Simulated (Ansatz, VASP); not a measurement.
Two plane-wave programs on CrGe15

```
Cr Ge
1.0
     0.00000    5.65754    5.65754
     5.65754    0.00000    5.65754
     5.65754    5.65754    0.00000
Cr Ge
1 15
Direct
  0.00000 0.00000 0.00000
  0.00064 0.00064 0.49936
  0.00064 0.49936 0.00064
  0.00064 0.49936 0.49936
  0.49936 0.00064 0.00064
  0.49936 0.00064 0.49936
  0.49936 0.49936 0.00064
  0.50000 0.50000 0.50000
  0.12714 0.12714 0.12714
  0.12714 0.12714 0.61859
  0.12714 0.61859 0.12714
  0.12508 0.62497 0.62497
  0.61859 0.12714 0.12714
  0.62497 0.12508 0.62497
  0.62497 0.62497 0.12508
  0.62497 0.62497 0.62497
```

Alike in both runs: functional PBEsol; k mesh 3 × 3 × 3; occupations gaussian, width 0.05 eV; collinear spin; Hubbard terms Cr d U = 3.0 eV.

Ansatz relaxed the structure, and its values are those at the end. VASP's run is a single point on that final structure, the one shown.

|  | VASP | Ansatz |
| --- | --- | --- |
| version | VASP 6.6.1 | Ansatz 0.2.0 |
| potentials or method | VASP PAW PBE potentials, release 64 (Cr_pv, Ge_d), cutoff 520 eV | scalar-relativistic, plane waves, PAW |
| valence electrons in the cell | 222 | 224 |

Ansatz gave:

```
gap on the k mesh at the Fermi level (eV)                     : none
pressure (GPa)                                                : 1.7
rms of the force components (eV/Å)                            : 0.002
net moment per atom (μB)                                      : 0.30
size of the moment on the site where the two differ most (μB) : 3.70
```

Question: Which values does VASP return?

Answer: gap on the k mesh at the Fermi level (eV): none; pressure (GPa): 1.5; rms of the force components (eV/Å): 0.024; net moment per atom (μB): 0.30; size of the moment on the site where the two differ most (μB): 3.95.

VASP's potentials were made for PBE, not for PBEsol. Site moments also hang on the region over which each program counts them. The programs project onto different local orbitals, so the same U acts differently, and such runs can settle in different states. A gap of «none» marks a metal or a gap that the smearing closes. VASP's potentials hold 222 valence electrons a cell and Ansatz's 224, so a difference there can come from the potentials and not from the codes. Ansatz's warnings: filled band counts differ across k points, stress scf threshold loose.
